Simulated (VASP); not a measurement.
Nb:

```
Nb
1.0
    -1.65357    1.65357    1.65357
     1.65357   -1.65357    1.65357
     1.65357    1.65357   -1.65357
Nb
1
Direct
  0.00000 0.00000 0.00000
```

Base run:

| Quantity | Value |
| --- | --- |
| Program | VASP 6.6.1 |
| Functional | PBE |
| Potentials or basis | VASP PAW PBE potentials, release 64 (Nb_sv) |
| Cutoff | 520 eV |
| k mesh | 13 × 13 × 13 |
| Occupations | fermi-dirac, width 0.05 eV |
| Spin | collinear spin |
| Starting moments | [1.0] μB |

Its results: pressure -0.4 GPa; net moment 0.00 μB per cell.

Task: The run is repeated on the same cell with these changes: k mesh from 13 × 13 × 13 to 22 × 22 × 22; further incar settings from ALGO = Normal; EDIFF = 1e-06; NBANDS = 16 to ALGO = Normal; EDIFF = 1e-07; NBANDS = 16. What comes out?

Result: Pressure 0.2 GPa; net moment 0.00 μB per cell.
